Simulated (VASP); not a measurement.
# BeZn2Se3 (P6/mmm) in VASP: relaxation of cell and atoms with PBE

Aim: the relaxation of cell and atoms of BeZn2Se3 with PBE.

Program: VASP 6.6.1. These are calculated values, not measurements. Logs are shortened: lines on timing, memory, paths and dates and some standing lists are left out, and cuts for length are marked.

## 1. The cell of the first run

The structure is hexagonal, space group P6/mmm (No. 191). Conventional cell: a = 4.695 Å, b = 4.695 Å, c = 8.971 Å, α = 90.00°, β = 90.00°, γ = 120.00°. Be (site symmetry 6/mmm) has 2 Zn at 2.21 Å and 6 Se at 2.71 Å within 2.9 Å. Zn (site symmetry 6mm) has 1 Be at 2.21 Å and 1 Se at 2.28 Å within 2.9 Å. Se (site symmetry -6m2) has 3 Se at 2.71 Å and 3 Be at 2.71 Å and 6 Zn at 3.50 Å within 3.6 Å. Se (site symmetry 6/mmm) has 2 Zn at 2.28 Å within 3.0 Å.

The cell was built from a structure type or drawn by symmetry, and may not be a known phase.

## 2. Relaxation of cell and atoms, PBE

Input file INCAR:

```
ALGO     = Normal         # electronic algorithm
EDIFF    = 1E-6           # SCF threshold, eV
EDIFFG   = -0.01          # ionic threshold
ENCUT    = 600            # plane-wave cutoff, eV
GGA      = PE             # functional
IBRION   = 2              # ionic algorithm
ISIF     = 3              # what is computed and relaxed
ISMEAR   = 0              # smearing method
LASPH    = T              # aspherical terms in the spheres
LCHARG   = F              # write CHGCAR
LREAL    = F              # projectors in reciprocal space
LWAVE    = F              # write WAVECAR
NELM     = 100            # most SCF steps
NSW      = 100            # ionic steps
PREC     = Accurate       # precision mode
SIGMA    = 0.1            # smearing width, eV
```

Input file KPOINTS:

```
k-points
0
Gamma
  12 12 4
```

Input file POSCAR:

```
BeZn2Se3
1.0
    4.6950933551      0.0000000000      0.0000000000
   -2.3475466776      4.0660701187      0.0000000000
    0.0000000000      0.0000000000      8.9710052599
Be Zn Se
1 2 3
Direct
    0.0000000000      0.0000000000      0.0000000000
    0.0000000000      0.0000000000      0.2460704077
    0.0000000000      0.0000000000      0.7539295923
    0.3333333333      0.6666666667      0.0000000000
    0.6666666667      0.3333333333      0.0000000000
    0.0000000000      0.0000000000      0.5000000000
```

Potentials or basis: VASP PAW PBE potentials, release 64 (Be, Zn, Se).

The run is started by

```
cat potpaw_PBE.64/Be/POTCAR potpaw_PBE.64/Zn/POTCAR potpaw_PBE.64/Se/POTCAR > POTCAR
mpirun -np 1 vasp_std > vasp.out
```

OUTCAR:

```text
EDIFF = 1E-6
   EDIFFG = -0.01
   ENCUT = 600
   GGA = PE
   IBRION = 2
   ISIF = 3
   ISMEAR = 0
   LASPH = T
   LREAL = F
   NELM = 100
   NSW = 100
   PREC = Accurate

 ion  position               nearest neighbor table
   1  0.000  0.000  0.000-   2 2.21   3 2.21
   2  0.000  0.000  0.246-   1 2.21   6 2.28
   3  0.000  0.000  0.754-   1 2.21   6 2.28
   4  0.333  0.667  0.000-   5 2.71   5 2.71   5 2.71
   5  0.667  0.333  0.000-   4 2.71   4 2.71   4 2.71
   6  0.000  0.000  0.500-   2 2.28   3 2.28

  LATTYP: Found a hexagonal cell.
 ALAT       =     4.6950933551
 C/A-ratio  =     1.9107192512

  Lattice vectors:

 A1 = (   4.6950933551,   0.0000000000,   0.0000000000)
 A2 = (  -2.3475466776,   4.0660701187,   0.0000000000)
 A3 = (   0.0000000000,   0.0000000000,   8.9710052599)

Analysis of symmetry for initial positions (statically):
=====================================================================
 Subroutine PRICEL returns:
 Original cell was already a primitive cell.

 Routine SETGRP: Setting up the symmetry group for a
 hexagonal supercell.

 Subroutine GETGRP returns: Found 24 space group operations
 (whereof 24 operations were pure point group operations)
 out of a pool of 24 trial point group operations.

The static configuration has the point symmetry D_6h.

Analysis of symmetry for dynamics (positions and initial velocities):
=====================================================================
 Subroutine PRICEL returns:
 Original cell was already a primitive cell.

 Routine SETGRP: Setting up the symmetry group for a
 hexagonal supercell.

 Subroutine GETGRP returns: Found 24 space group operations
 (whereof 24 operations were pure point group operations)
 out of a pool of 24 trial point group operations.

The dynamic configuration has the point symmetry D_6h.

 Subroutine INISYM returns: Found 24 space group operations
 (whereof 24 operations are pure point group operations),
 and found     1 'primitive' translations

----------------------------------------------------------------------------------------

                                     Primitive cell

  volume of cell :     171.2617

  direct lattice vectors                    reciprocal lattice vectors
     4.695093355  0.000000000  0.000000000     0.212988310  0.122968858  0.000000000
    -2.347546678  4.066070119  0.000000000     0.000000000  0.245937716  0.000000000
     0.000000000  0.000000000  8.971005260     0.000000000  0.000000000  0.111470228

  length of vectors
     4.695093355  4.695093355  8.971005260     0.245937716  0.245937716  0.111470228

  position of ions in fractional coordinates (direct lattice)
     0.000000000  0.000000000  0.000000000
     0.000000000  0.000000000  0.246070408
     0.000000000  0.000000000  0.753929592
     0.333333333  0.666666667  0.000000000
     0.666666667  0.333333333  0.000000000
     0.000000000  0.000000000  0.500000000

  ion indices of the primitive-cell ions
   primitive index   ion index
                 1           1
                 2           2
                 3           3
                 4           4
                 5           5
                 6           6

----------------------------------------------------------------------------------------

 KPOINTS: k-points

Automatic generation of k-mesh.
 Grid dimensions read from file:
 generate k-points for:   12   12    4

 Generating k-lattice:

  Cartesian coordinates                     Fractional coordinates (reciprocal lattice)
     0.017749026  0.010247405  0.000000000     0.083333333  0.000000000  0.000000000
     0.000000000  0.020494810  0.000000000     0.000000000  0.083333333  0.000000000
     0.000000000  0.000000000  0.027867557     0.000000000  0.000000000  0.250000000

  Length of vectors
     0.020494810  0.020494810  0.027867557

  Shift w.r.t. Gamma in fractional coordinates (k-lattice)
     0.000000000  0.000000000  0.000000000

 Subroutine IBZKPT returns following result:
 ===========================================

 Found     57 irreducible k-points:

 Following reciprocal coordinates:
            Coordinates               Weight
  0.000000  0.000000  0.000000      1.000000
  0.083333  0.000000  0.000000      6.000000
  0.166667  0.000000  0.000000      6.000000
  0.250000  0.000000  0.000000      6.000000
  0.333333  0.000000  0.000000      6.000000
  0.416667  0.000000  0.000000      6.000000
[... 16 lines left out ...]
  0.250000  0.000000  0.250000     12.000000
  0.333333  0.000000  0.250000     12.000000
 [... further k-points ...]
   k-points           NKPTS =     57   k-points in BZ     NKDIM =     57   number of bands    NBANDS=     26
   number of dos      NEDOS =    301   number of ions     NIONS =      6
   total plane-waves  NPLWV = 115200
   dimension x,y,z NGX =    40 NGY =   40 NGZ =   72
   dimension x,y,z NGXF=    80 NGYF=   80 NGZF=  144
   ions per type =               1   2   3
   NGX,Y,Z   is equivalent  to a cutoff of  14.16, 14.16, 13.34 a.u.
   NGXF,Y,Z  is equivalent  to a cutoff of  28.33, 28.33, 26.69 a.u.
 SYSTEM =  unknown system
   PREC   = accura    normal or accurate (medium, high low for compatibility)
   ISTART =      0    job   : 0-new  1-cont  2-samecut
   ICHARG =      2    charge: 1-file 2-atom 10-const
   ISPIN  =      1    spin polarized calculation?
   LNONCOLLINEAR =      F non collinear calculations
   LSORBIT =      F    spin-orbit coupling
   LASPH  =      T    aspherical Exc in radial PAW
   ENCUT  =  600.0 eV  44.10 Ry    6.64 a.u.   9.38  9.38 17.92*2*pi/ulx,y,z
   NELM   =    100;   NELMIN=  2; NELMDL= -5     # of ELM steps
   EDIFF  = 0.1E-05   stopping-criterion for ELM
   LREAL  =      F    real-space projection
   EDIFFG = -.1E-01   stopping-criterion for IOM
   NSW    =    100    number of steps for IOM
   IBRION =      2    ionic relax: 0-MD 1-quasi-New 2-CG
   NFREE  =      1    steps in history (QN), initial steepest desc. (CG)
   ISIF   =      3    stress and relaxation
   ISYM   =      2    0-nonsym 1-usesym 2-fastsym
   POTIM  = 0.5000    time-step for ionic-motion
   TEBEG  =    0.0;   TEEND  =   0.0 temperature during run
   PSTRESS=    0.0 pullay stress
   NELECT =      44.0000    total number of electrons
   NUPDOWN=      -1.0000    fix difference up-down
   EMIN   =  10.00;   EMAX   =-10.00  energy-range for DOS
   EFERMI =   0.00;   METHOD = LEGACY
   ISMEAR =     0;   SIGMA  =   0.10  broadening in eV -4-tet -1-fermi 0-gaus
   EFERMI_NEDOS =   21; number of points for ismear=-14 and -15
   IALGO  =     38    algorithm
   IMIX   =      4    mixing-type and parameters
     AMIX     =   0.40;   BMIX     =  1.00
     AMIX_MAG =   1.60;   BMIX_MAG =  1.00
  volume/ion in A,a.u.               =      28.54       192.62
  Fermi-wavevector in a.u.,A,eV,Ry     =   1.040732  1.966699 14.736790  1.083123
  Thomas-Fermi vector in A             =   2.175321
   LORBIT       =      0    0 simple, 1 ext, 2 COOP (PROOUT), +10 PAW based schemes
   GGA     = PE    functional components
   LHFCALC =     F    Hartree Fock is set to
   AEXX    =    0.0000 exact exchange contribution
   IVDW    =     0    specifies the selected vdW correction
   LEPSILON=     F    determine dielectric tensor
   LRPA    =     F    only Hartree local field effects (RPA)
 conjugate gradient relaxation of ions
 non-spin polarized calculation
 Gauss-broadening in eV      SIGMA  =   0.10
  energy-cutoff  :      600.00
  volume of cell :      171.26
 maximum number of plane-waves:      5760
 NGX is ok and might be reduce to    40
   NGX = 19   NGY = 19   NGZ = 35

--------------------------------------- Ionic step        1  -------------------------------------------

 number of electron      43.9999963 magnetization

 Free energy of the ion-electron system (eV)
  ---------------------------------------------------
  ext. energy  EPLUGINS =         0.00000000
  ---------------------------------------------------
  free energy    TOTEN  =       -13.84260774 eV

  energy without entropy =      -13.81479059  energy(sigma->0) =      -13.82869916

------------------------ aborting loop because EDIFF is reached ----------------------------------------

  FORCE on cell =-STRESS in cart. coord.  units (eV):
  Direction    XX          YY          ZZ          XY          YZ          ZX
  --------------------------------------------------------------------------------------
  -------------------------------------------------------------------------------------
  Total        0.2399633      0.2399633      0.6952678     -0.0000000     -0.0000000     -0.0000000
  in kB        2.2448908      2.2448908      6.5043288     -0.0000000     -0.0000000     -0.0000000
  external PRESSURE =       3.6647035 kB  Pullay stress =       0.0000000 kB
[... 145 lines left out ...]
  energy  without entropy=      -13.8166797693  energy(sigma->0) =      -13.83082837

--------------------------------------- Ionic step        5  -------------------------------------------

 number of electron      43.9999971 magnetization

 Free energy of the ion-electron system (eV)
  ---------------------------------------------------
  ext. energy  EPLUGINS =         0.00000000
  ---------------------------------------------------
  free energy    TOTEN  =       -13.84504788 eV

  energy without entropy =      -13.81676188  energy(sigma->0) =      -13.83090488

 E-fermi :   0.1287     XC(G=0):  -7.8379

 val. band max:        0.1272651046   @ k =   0.1667   0.0833   0.0000
 cond. band min:       0.1291435978   @ k =   0.1667   0.0000   0.2500
 fundamental gap:      0.0018784932
 Fermi energy:         0.1286549577

 k-point     1 :       0.0000    0.0000    0.0000
  band No.  band energies     occupation
      1     -14.6284      2.00000
      2     -11.5863      2.00000
      3     -10.3299      2.00000
      4      -6.9016      2.00000
      5      -6.3893      2.00000
      6      -6.3893      2.00000
[... 685 lines left out ...]
     25       3.4692      0.00000
     26       3.8953      0.00000

 [... further k-points ...]

------------------------ aborting loop because EDIFF is reached ----------------------------------------

  FORCE on cell =-STRESS in cart. coord.  units (eV):
  Direction    XX          YY          ZZ          XY          YZ          ZX
  --------------------------------------------------------------------------------------
  -------------------------------------------------------------------------------------
  Total        0.0086621      0.0086621     -0.0282366     -0.0000000      0.0000000     -0.0000000
  in kB        0.0802540      0.0802540     -0.2616114     -0.0000000      0.0000000     -0.0000000
  external PRESSURE =      -0.0337011 kB  Pullay stress =       0.0000000 kB
[... 21 lines left out ...]
  FREE ENERGIE OF THE ION-ELECTRON SYSTEM (eV)
  ---------------------------------------------------
  free  energy   TOTEN  =       -13.8450478788 eV

  energy  without entropy=      -13.8167618790  energy(sigma->0) =      -13.83090488

 reached required accuracy - stopping structural energy minimisation
```

Wall time 24 min (1 thread of Intel Xeon 8259CL, shared host); peak memory 0.57 GiB.

What came out:

```yaml
Free_energy: -13.8450 eV
Relaxed_volume: 28.82 Å³/atom
Relaxed_cell: a = 4.707 Å, b = 4.707 Å, c = 9.014 Å, α = 90.00°, β = 90.00°, γ = 120.00°
Space_group_after_relaxing_to_0.1_Å: P6/mmm (No. 191)
Energy_gained_by_relaxing: 0.4 meV/atom
Ionic_steps: 5
Pressure_after_relaxing: 0.0 GPa
Band_gap_on_the_k_mesh: zero (bands 22 and 23 overlap by 1.03 eV)
```

Step by step:
```csv
step,energy change (eV),largest force (eV/Å),pressure (GPa),volume (Å³)
1,0.0000,0.0697,0.37,171.26
2,-0.0023,0.0065,0.02,172.88
3,-0.0024,0.0022,0.02,172.79
4,-0.0024,0.0000,0.04,172.75
5,-0.0024,0.0016,0.00,172.93
```

Final structure:
```yaml
crystal:
  lattice:
    - [4.70655, 0.00000, 0.00000]
    - [-2.35327, 4.07599, 0.00000]
    - [0.00000, 0.00000, 9.01427]
  atoms:
    - { symbol: Be, position: [0.00000, 0.00000, 0.00000] }
    - { symbol: Zn, position: [0.00000, 0.00000, 0.24572] }
    - { symbol: Zn, position: [0.00000, 0.00000, 0.75428] }
    - { symbol: Se, position: [0.33333, 0.66667, 0.00000] }
    - { symbol: Se, position: [0.66667, 0.33333, 0.00000] }
    - { symbol: Se, position: [0.00000, 0.00000, 0.50000] }
```
